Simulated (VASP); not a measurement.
A run of VASP 6.6.1:

The input INCAR:

```
SYSTEM = Rh
ALGO = Normal
EDIFF = 1E-6
ENCUT = 520
GGA = PE
ISIF = 2
ISMEAR = -1
LASPH = .TRUE.
LCHARG = .TRUE.
LELF = .TRUE.
LREAL = .FALSE.
LVHAR = .TRUE.
LWAVE = .FALSE.
NBANDS = 14
NELM = 100
PREC = Accurate
SIGMA = 0.1
```

Contents of KPOINTS:

```
k-points
0
G
  15 15 15
  0 0 0
```

File POSCAR:

```
Rh
1.0
    2.3553083665      0.0000000000      0.0000000000
    0.0000000000      2.3553083665      0.0000000000
    0.0000000000      0.0000000000      2.3553083665
Rh
1
Direct
    0.0000000000      0.0000000000      0.0000000000
```

Potentials or basis: VASP PAW PBE potentials, release 64 (Rh_pv).

Run with:

```console
$ cat potpaw_PBE.64/Rh_pv/POTCAR > POTCAR
$ mpirun -np 1 vasp_std > vasp.out
```

Hardware: 1 thread of AMD EPYC 7R43 64-Core Processor (Zen 3) (shared host).

Estimate the wall time of this run.

It took 20 s on 1 thread of AMD EPYC 7R43 64-Core Processor (Zen 3), with other jobs on the host, peak memory 0.09 GiB. Counts: scf iterations 11, k points 120.
